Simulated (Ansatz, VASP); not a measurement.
W in VASP and in Ansatz

File INCAR:

```
PREC = Accurate
ENCUT = 500
EDIFF = 1E-6
ISMEAR = 0
SIGMA = 0.15
LREAL = F
LASPH = T
NELM = 120
ALGO = Normal
ISIF = 2
LWAVE = F
LCHARG = T
GGA = PE
LELF = T
LVHAR = T
NBANDS = 13
GGA_COMPAT = F
```

KPOINTS

```
Automatic mesh
0
Gamma
  26 26 26
```

File POSCAR:

```
W
1.0
   -1.5917793224      1.4723958732      1.5917793224
    1.5917793224     -1.4723958732      1.5917793224
    1.5917793224      1.4723958732     -1.5917793224
W
1
Direct
    0.0000000000      0.0000000000      0.0000000000
```

Input for Ansatz:

```yaml
crystal:
  lattice:
    - [-1.5917793224, 1.4723958732, 1.5917793224]
    - [1.5917793224, -1.4723958732, 1.5917793224]
    - [1.5917793224, 1.4723958732, -1.5917793224]
  atoms:
    - { symbol: W, position: [0.0, 0.0, 0.0] }
basis:
  ecutwfc: 420
kpoints:
  mp_grid: { grid: [26, 26, 26] }
hamiltonian:
  xc: pbe
scf:
  occupations: { method: gaussian, width: 0.15 }
output:
  forces: true
  stress: true
  eigenvalues: true
```

Change from the starting cell: strain -0.0750 x Voigt [0, 1, 0, 0, 0, 0], atoms carried along.

Alike in both runs: task single point; functional PBE; k mesh 26 × 26 × 26; occupations gaussian, width 0.15 eV; no spin polarisation.

|  | VASP | Ansatz |
| --- | --- | --- |
| version | VASP 6.6.1 | Ansatz 0.2.0 |
| potentials or method | VASP PAW PBE potentials, release 64 (W_sv), cutoff 500 eV | scalar-relativistic, plane waves, PAW |
| valence electrons in the cell | 14 | 14 |

```tsv
	VASP	Ansatz	Ansatz less VASP
gap on the k mesh at the Fermi level (eV)	none	none	-
pressure (GPa)	29.8	29.0	-0.88
traceless stress, the component that is largest in VASP (GPa)	20.51	20.49	-0.014
```

A gap of «none» marks a metal or a gap that the smearing closes. Both programs put the cell under a high pressure, so it lies far from rest at this level.

Spin-orbit coupling is off throughout.
